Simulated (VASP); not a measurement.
Input of a VASP 6.6.1 run:

Contents of INCAR:

```
  ALGO = Normal
  EDIFF = 1E-6
  ENCUT = 600
  GGA_COMPAT = F
  ISIF = 2
  ISMEAR = -1
  KPAR = 4
  LASPH = T
  LCHARG = F
  LDAU = T
  LDAUJ = 0 0 0
  LDAUL = -1 2 -1
  LDAUPRINT = 1
  LDAUTYPE = 2
  LDAUU = 0 3 0
  LMAXMIX = 4
  LREAL = F
  LWAVE = F
  NBANDS = 51
  NELM = 200
  PREC = Accurate
  SIGMA = 0.05
```

The input KPOINTS:

```
k-points
0
Gamma
  7 5 5
```

The input POSCAR:

```
BaTiO3
1.0
   -2.7872082295     -1.6092078795     -2.2757066098
    2.7871798488     -4.8278358810      0.0001841165
   -2.7872998656     -1.6095221750      4.5517463994
Ba Ti O
2 2 6
Direct
    0.0047589399      1.0001413195      0.9964097376
    1.0047679641      0.5001316800      0.4964049457
    0.5057104501      1.0003763086      0.4975946702
    0.5056103715      0.5003830597     -0.0024071149
    0.5037705728      0.2495197378      0.7447338023
    0.5037751235      0.7495114822      0.2447425598
    0.5037805074      0.7501037630      0.7448677011
    0.5037673813      0.2500998077      0.2448555871
    1.0033032155     -0.0001294963      0.4951053900
    0.0033554741      0.4998623377     -0.0049072788
```

Potentials or basis: VASP PAW LDA potentials, release 64 (Ba_sv, Ti_sv, O).

Launch:

```bash
$ cat potpaw_LDA.64/Ba_sv/POTCAR potpaw_LDA.64/Ti_sv/POTCAR potpaw_LDA.64/O/POTCAR > POTCAR
$ mpirun -np 4 vasp_std > vasp.out
```

**Question.** Estimate the largest force.

**Answer.** 0.062 eV/Å.

**Question.** Predict the band gap on the k mesh.

**Answer.** 2.10 eV.

Eigenvalues of the final occupation matrices:
```
    site  spin  trace               eigenvalues
site 3 d     1   0.85  0.11 0.11 0.11 0.25 0.25
site 3 d     2   0.85  0.11 0.11 0.11 0.25 0.25
site 4 d     1   0.85  0.11 0.11 0.11 0.25 0.25
site 4 d     2   0.85  0.11 0.11 0.11 0.25 0.25
```

Caveat: spin-orbit coupling is left out, which moves the levels of the heavy elements; an odd mesh through Γ misses points on the zone boundary, where band edges can lie.
